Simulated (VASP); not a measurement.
Zn, 2 atoms in the cell. It takes space group P6_3/mmc (No. 194, hexagonal). Conventional cell: a = 2.665 Å, b = 2.665 Å, c = 4.947 Å, α = 90.00°, β = 90.00°, γ = 120.00°. Within 3.5 Å of Zn (site symmetry -6m2) lie 12 Zn at 2.66 to 2.91 Å. 

* Program: VASP 6.6.1
* Task: single point
* Functional: LDA
* Potentials or basis: VASP PAW LDA potentials, release 64 (Zn)
* Cutoff: 520 eV
* k mesh: 21 × 21 × 10
* Occupations: gaussian, width 0.15 eV
* Spin: no spin polarisation
* Dipole correction: no
* Further INCAR settings: ALGO = Fast; EDIFF = 1e-06; NBANDS = 19

Potentials or basis: VASP PAW LDA potentials, release 64 (Zn).

Command:

```bash
$ cat potpaw_LDA.64/Zn/POTCAR > POTCAR
$ mpirun -np 1 vasp_std > vasp.out
```

Hardware: 1 thread of AMD EPYC 7R13, on a shared host.

Q: How long does it take, and how much memory?

A: Wall time 4.4 min on 1 thread of AMD EPYC 7R13, on a shared host, peak memory 0.21 GiB. Counts: scf iterations 12, k points 288.
